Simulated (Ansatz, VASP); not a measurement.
W in VASP and in Ansatz

INCAR

```
SYSTEM = W
  PREC = Accurate
  ENCUT = 520
  EDIFF = 1E-6
  ISMEAR = 0
  SIGMA = 0.15
  LREAL = .FALSE.
  LASPH = .TRUE.
  NELM = 60
  ALGO = Fast
  ISIF = 2
  LWAVE = .FALSE.
  LCHARG = .TRUE.
  GGA = PS
  LELF = .TRUE.
  LVHAR = .TRUE.
  NBANDS = 13
```

KPOINTS

```
regular mesh
0
G
  24 24 24
  0 0 0
```

Contents of POSCAR:

```
W
1.0
   -1.6862172057      1.6862172057      1.4332846249
    1.6862172057     -1.6862172057      1.4332846249
    1.6862172057      1.6862172057     -1.4332846249
W
1
Direct
    0.0000000000      0.0000000000      0.0000000000
```

Input for Ansatz:

```yaml
crystal:
  lattice:
    - [-1.6862172057, 1.6862172057, 1.4332846249]
    - [1.6862172057, -1.6862172057, 1.4332846249]
    - [1.6862172057, 1.6862172057, -1.4332846249]
  atoms:
    - { symbol: W, position: [0.0, 0.0, 0.0] }
basis:
  ecutwfc: 420
kpoints:
  mp_grid: { grid: [24, 24, 24] }
hamiltonian:
  xc: pbesol
scf:
  occupations: { method: gaussian, width: 0.15 }
output:
  forces: true
  stress: true
  eigenvalues: true
```

Alike in both runs: task single point; functional PBEsol; k mesh 24 × 24 × 24; occupations gaussian, width 0.15 eV; no spin polarisation.

|  | VASP | Ansatz |
| --- | --- | --- |
| version | VASP 6.6.1 | Ansatz 0.2.0 |
| potentials or method | VASP PAW PBE potentials, release 64 (W_sv), cutoff 520 eV | scalar-relativistic, plane waves, PAW |
| valence electrons in the cell | 14 | 14 |

VASP gave:

- gap on the k mesh at the Fermi level (eV): none
- pressure (GPa): -6.7
- traceless stress, the component that is largest in VASP (GPa): 26.29

What did Ansatz give for the same quantities?

gap on the k mesh at the Fermi level (eV): none; pressure (GPa): -7.3; traceless stress, the component that is largest in VASP (GPa): 26.17.

VASP's potentials were made for PBE, not for PBEsol. A gap of «none» marks a metal or a gap that the smearing closes.

Neither program's run includes spin-orbit coupling.
